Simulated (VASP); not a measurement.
A run of VASP 6.6.1 is set up as follows.

INCAR

```
SYSTEM = Co
ALGO = Normal
EDIFF = 1E-6
ENCUT = 690
GGA = CA
GGA_COMPAT = .FALSE.
ISIF = 2
ISMEAR = 0
ISPIN = 2
LASPH = .TRUE.
LCHARG = .FALSE.
LMAXMIX = 4
LORBIT = 11
LREAL = .FALSE.
LWAVE = .FALSE.
MAGMOM = 1.8 1.8
NBANDS = 28
NELM = 200
PREC = Accurate
SIGMA = 0.1
```

File KPOINTS:

```
k-points
0
G
  9 9 4
  0 0 0
```

POSCAR

```
Co
1.0
    2.4600000000      0.0000000000      0.0000000000
   -1.2300000000      2.1304225000      0.0000000000
    0.0000000000      0.0000000000      3.9700000000
Co
2
Direct
    0.3333333000      0.6666667000      0.2500000000
    0.6666667000      0.3333333000      0.7500000000
```

Potentials or basis: VASP PAW LDA potentials, release 64 (Co_sv).

The run is started by

```bash
$ cat potpaw_LDA.64/Co_sv/POTCAR > POTCAR
$ mpirun -np 1 vasp_std > vasp.out
```

Q: What does it give for the site moments?

A: Co +1.50 μB.

Q: Estimate the net moment.

A: 2.94 μB per cell.

Q: What does it give for the pressure?

A: -11.6 GPa.

Stress tensor (GPa, compression positive):
```
-11.47   0.00   0.00
  0.00 -11.47   0.00
  0.00   0.00 -11.99
```

Caveat: the k points lie up to 0.40 Å⁻¹ apart.
